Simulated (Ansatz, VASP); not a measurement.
## La2O3 in VASP and in Ansatz

```xyz
5
Lattice="3.8958 0.0000 0.0000 -1.9479 3.3738 0.0000 0.0000 0.0000 6.2047" Properties=species:S:1:pos:R:3 pbc="T T T"
La    1.9479    1.1246    4.6761
La    0.0000    2.2492    1.5286
O     1.9479    1.1246    2.2054
O     0.0000    2.2492    3.9993
O     0.0000    0.0000    0.0000
```

Change from the starting cell: epitaxial_xy strain -1.0%.

Alike in both runs: task single point; functional r2SCAN; k mesh 12 × 12 × 4; no spin polarisation.

|  | VASP | Ansatz |
| --- | --- | --- |
| version | VASP 6.6.1 | Ansatz 0.2.0 |
| potentials or method | VASP PAW PBE potentials, release 64 (La, O) | plane waves, PAW |
| plane-wave cutoff (eV) | 520 | 500 |
| occupations | gaussian, width 0.01 eV | fixed |
| valence electrons in the cell | 40 | 40 |

Ansatz gave:

```
gap on the k mesh at the Fermi level (eV)                     : 4.29
pressure (GPa)                                                : 1.6
traceless stress, the component that is largest in VASP (GPa) : -1.62
rms of the force components (eV/Å)                            : 0.000
```

Problem. Which values does VASP return?

Solution. gap on the k mesh at the Fermi level (eV): 4.32; pressure (GPa): 1.1; traceless stress, the component that is largest in VASP (GPa): -1.54; rms of the force components (eV/Å): 0.010.

VASP's potentials were made for PBE, not for r2SCAN. Atom by atom the forces differ by 0.010 eV/Å (rms over components).

Spin-orbit coupling is off throughout.
